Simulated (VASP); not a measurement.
Here is a VASP 6.6.1 calculation.

The input INCAR:

```
  PREC = Accurate
  ENCUT = 600
  EDIFF = 1E-6
  ISMEAR = 0
  SIGMA = 0.1
  LREAL = False
  LASPH = True
  NELM = 120
  ALGO = Normal
  ISIF = 2
  LWAVE = False
  LCHARG = False
  GGA = CA
  NBANDS = 28
  GGA_COMPAT = False
```

KPOINTS

```
Automatic mesh
0
Gamma
  2 2 2
```

File POSCAR:

```
BeGa3
1.0
   -2.0436200000      2.0436200000      3.7906850000
    2.0436200000     -2.0436200000      3.7906850000
    2.0436200000      2.0436200000     -3.7906850000
Be Ga
1 3
Direct
    0.0000000000      0.0000000000      0.0000000000
    0.7500000000      0.2500000000      0.5000000000
    0.2500000000      0.7500000000      0.5000000000
    0.5000000000      0.5000000000      0.0000000000
```

Potentials or basis: VASP PAW LDA potentials, release 64 (Be, Ga_d).

Launch:

```console
$ cat potpaw_LDA.64/Be/POTCAR potpaw_LDA.64/Ga_d/POTCAR > POTCAR
$ mpirun -np 1 vasp_std > vasp.out
```

Q: Estimate the band gap on the k mesh.

A: Zero (an odd number of electrons rules out a gap without spin polarisation).

Q: Estimate the pressure.

A: -1.9 GPa.

Stress tensor (GPa, compression positive):
```
-8.90  0.00  0.00
 0.00 -8.90  0.00
 0.00  0.00 11.96
```

Caveat: the k points lie up to 0.87 Å⁻¹ apart, too coarse for converged energies and pressures of a metal.
